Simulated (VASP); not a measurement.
Crystal: HfO2.

```
CELL_PARAMETERS angstrom
5.32183 0.00000 0.00000
0.00000 5.10292 0.00000
0.00000 0.00000 5.13139
ATOMIC_POSITIONS crystal
Hf 0.96699 0.73252 0.74144
Hf 0.53301 0.73252 0.24144
Hf 0.46699 0.26748 0.74144
Hf 0.03301 0.26748 0.24144
O 0.63213 0.92865 0.87927
O 0.86787 0.92865 0.37927
O 0.23395 0.53988 0.49229
O 0.26605 0.53988 0.99229
O 0.76605 0.46012 0.99229
O 0.73395 0.46012 0.49229
O 0.13213 0.07135 0.87927
O 0.36787 0.07135 0.37927
```

Program: VASP 6.6.1. Alike in all runs: task single point; no spin polarisation; cell as given; k mesh 5 × 6 × 5; cutoff (eV) 520; smearing fermi-dirac 0.05 eV.

Order these runs on this cell by their pressure, lowest first.
A. level LDA; potentials or basis VASP PAW LDA potentials, release 64 (Hf_pv, O)
B. level RPBE+D3(BJ); potentials or basis VASP PAW PBE potentials, release 64 (Hf_pv, O)
C. level PBE+D3(BJ); potentials or basis VASP PAW PBE potentials, release 64 (Hf_pv, O)
D. level r2SCAN+D4; potentials or basis VASP PAW PBE potentials, release 64 (Hf_pv, O)

B (-23.4 GPa), A (-20.3 GPa), D (-14.9 GPa), C (-11.0 GPa).

Caveats: the cell stands under tension; the PAW data sets were made with another functional, which shifts forces and pressure a little (at least some runs).
